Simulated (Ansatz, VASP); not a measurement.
**Two plane-wave programs on SnBr4Cl**

```
Sn Br Cl
1.0
     4.79699    0.00000    0.00000
     0.00000    4.79699    0.00000
     0.00000    0.00000    8.52032
Sn Br Cl
1 4 1
Direct
  0.50000 0.50000 0.00000
  0.50000 0.00000 0.21011
  0.50000 0.00000 0.78989
  0.00000 0.50000 0.78989
  0.00000 0.50000 0.21011
  0.00000 0.00000 0.50000
```

Change from the starting cell: species swapped into the CaSnF4 type (P4/mmm, No. 123).

Alike in both runs: functional PBE; k mesh 8 × 8 × 6; occupations gaussian, width 0.1 eV; no spin polarisation.

Ansatz relaxed the structure, and its values are those at the end. VASP's run is a single point on that final structure, the one shown.

|  | VASP | Ansatz |
| --- | --- | --- |
| version | VASP 6.6.1 | Ansatz 0.2.0 |
| potentials or method | VASP PAW PBE potentials, release 64 (Sn_d, Br, Cl), cutoff 520 eV | scalar-relativistic, plane waves, PAW |
| valence electrons in the cell | 49 | 49 |

|  | VASP | Ansatz | Ansatz less VASP |
| --- | --- | --- | --- |
| gap on the k mesh at the Fermi level (eV) | none | none | - |
| pressure (GPa) | 0.0 | 0.0 | +0.01 |

A gap of «none» marks a metal or a gap that the smearing closes. The functional is the same, so the differences come from potentials, cutoffs and numerics.
